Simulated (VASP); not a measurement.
ZrC7:

```
Zr C
1.0
     5.17404    0.00000    0.00000
     0.00000    5.17404    0.00000
     0.00000    0.00000    5.17404
Zr C
1 7
Cartesian
  0.0000 0.0000 0.0000
  1.3070 1.3070 1.3070
  0.0000 2.5870 2.5870
  2.5870 2.5870 0.0000
  2.5870 0.0000 2.5870
  3.8670 1.3070 3.8670
  3.8670 3.8670 1.3070
  1.3070 3.8670 3.8670
```

| Property | Result |
| --- | --- |
| Program | VASP 6.6.1 |
| Task | relaxation of cell and atoms |
| Functional | PBE |
| Potentials or basis | VASP PAW PBE potentials, release 64 (Zr_sv, C) |
| Cutoff | 600 eV |
| k mesh | 4 × 4 × 4 |
| Occupations | gaussian, width 0.1 eV |
| Spin | no spin polarisation |

At the start: pressure -32.3 GPa; volume 17.31 Å³/atom.

Problem. How do energy, volume and symmetry change on relaxing?

Solution. Over 9 steps the energy falls by 1956.0 meV/atom and the volume is 8.22 Å³/atom (-52.5 %); space group P-43m (No. 215, to 0.05 Å).

The path:
```tsv
step	energy change (eV)	largest force (eV/Å)	pressure (GPa)	volume (Å³)
1	0.0000	1.2900	-32.31	138.51
2	-12.1004	6.9506	-14.44	79.65
3	-12.7712	8.9214	8.55	69.77
4	-14.1176	1.3587	51.12	55.74
5	-15.0548	3.0132	27.35	60.90
6	-15.0605	2.6107	29.05	60.41
7	-15.6190	0.3833	-5.70	67.16
8	-15.6471	0.1059	-0.29	65.85
9	-15.6477	0.0266	-0.05	65.74
```

Final structure:
```yaml
crystal:
  lattice:
    - [4.03596, 0.00000, 0.00000]
    - [0.00000, 4.03596, 0.00000]
    - [0.00000, 0.00000, 4.03596]
  atoms:
    - { symbol: Zr, position: [0.00000, 0.00000, 0.00000] }
    - { symbol: C, position: [0.28531, 0.28531, 0.28531] }
    - { symbol: C, position: [0.00000, 0.50000, 0.50000] }
    - { symbol: C, position: [0.50000, 0.50000, 0.00000] }
    - { symbol: C, position: [0.50000, 0.00000, 0.50000] }
    - { symbol: C, position: [0.71469, 0.28531, 0.71469] }
    - { symbol: C, position: [0.71469, 0.71469, 0.28531] }
    - { symbol: C, position: [0.28531, 0.71469, 0.71469] }
```

Caveat: the volume moved by over 15 % at a fixed basis, so the end points are rough.
